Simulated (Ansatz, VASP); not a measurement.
One calculation of As, two programs

```
CELL_PARAMETERS angstrom
6.18497 0.00000 0.00000
-3.09249 5.35634 0.00000
0.00000 0.00000 19.60000
ATOMIC_POSITIONS crystal
As 0.66667 0.66667 0.55108
As 0.33414 0.99797 0.55107
As 0.00293 0.33411 0.55108
As 0.33459 0.33179 0.62243
As 0.00012 0.66623 0.62240
As 0.66902 0.00072 0.62241
```

Alike in both runs: task single point; functional PBE; dispersion D3(BJ); k mesh 6 × 6 × 1; occupations gaussian, width 0.04 eV; no spin polarisation.

```csv
,VASP,Ansatz
version,VASP 6.6.1,Ansatz 0.2.0
potentials or method,"VASP PAW PBE potentials, release 64 (As), cutoff 400 eV","scalar-relativistic, plane waves, PAW"
valence electrons in the cell,30,90
```

Ansatz gave:

- gap on the k mesh at the Fermi level (eV): 1.54
- least direct gap on the mesh (eV): 1.86
- rms of the force components (eV/Å): 0.022

Question: Which values does VASP return?

Answer: gap on the k mesh at the Fermi level (eV): 1.54; least direct gap on the mesh (eV): 1.88; rms of the force components (eV/Å): 0.057.

Atom by atom the forces differ by 0.051 eV/Å (rms over components). VASP's potentials hold 30 valence electrons a cell and Ansatz's 90, so a difference there can come from the potentials and not from the codes.
